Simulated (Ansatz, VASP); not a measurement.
# MnSi: VASP beside Ansatz

INCAR

```
PREC     = Accurate       # precision mode
ENCUT    = 520            # plane-wave cutoff, eV
EDIFF    = 1E-6           # SCF threshold, eV
ISMEAR   = -1             # smearing method
SIGMA    = 0.05           # smearing width, eV
LREAL    = F              # projectors in reciprocal space
LASPH    = T              # aspherical terms in the spheres
NELM     = 150            # most SCF steps
ALGO     = Normal         # electronic algorithm
ISIF     = 2              # what is computed and relaxed
LWAVE    = F              # write WAVECAR
LCHARG   = T              # write CHGCAR
ISPIN    = 2              # spin polarisation
MAGMOM   = 4 0            # initial moments
LORBIT   = 11             # projections on sites
LMAXMIX  = 4              # l up to which the mixer works
GGA      = PE             # functional
LELF     = T              # ELF
LVHAR    = T            
NBANDS   = 20             # bands
```

File KPOINTS:

```
Automatic mesh
0
Gamma
  15 15 15
```

File POSCAR:

```
MnSi
1.0
    0.0000000000      2.4385388430      2.4385388430
    2.4385388430      0.0000000000      2.4385388430
    2.4385388430      2.4385388430      0.0000000000
Mn Si
1 1
Direct
    0.0000000000      0.0000000000      0.0000000000
    0.5000000000      0.5000000000      0.5000000000
```

Input for Ansatz:

```yaml
crystal:
  lattice:
    - [0.0, 2.438538843, 2.438538843]
    - [2.438538843, 0.0, 2.438538843]
    - [2.438538843, 2.438538843, 0.0]
  atoms:
    - { symbol: Mn, position: [0.0, 0.0, 0.0], spin: 4.0 }
    - { symbol: Si, position: [0.5, 0.5, 0.5] }
magnetization:
  spin_polarized: true
kpoints:
  mp_grid: { grid: [15, 15, 15] }
scf:
  occupations: { method: fermi_dirac, width: 0.05 }
hamiltonian:
  xc: pbe
  pseudopotentials: { kind: all_electron, lapw: { basis_error: 0.001 } }
output:
  forces: true
  stress: true
  eigenvalues: true
```

Change from the starting cell: volume scaled by 1.02.

Alike in both runs: task single point; functional PBE; k mesh 15 × 15 × 15; occupations fermi-dirac, width 0.05 eV; collinear spin.

|  | VASP | Ansatz |
| --- | --- | --- |
| version | VASP 6.6.1 | Ansatz 0.2.0 |
| potentials or method | VASP PAW PBE potentials, release 64 (Mn_pv, Si), cutoff 520 eV | all-electron LAPW, scalar-relativistic |

```tsv
	VASP	Ansatz	Ansatz less VASP
pressure (GPa)	-1.7	-1.7	+0.08
net moment per atom (μB)	1.27	1.28	+0.003
size of the moment on the site where the two differ most (μB)	2.65	2.70	+0.049
```

Site moments also hang on the region over which each program counts them. Ansatz ran all-electron here, and VASP with PAW potentials.
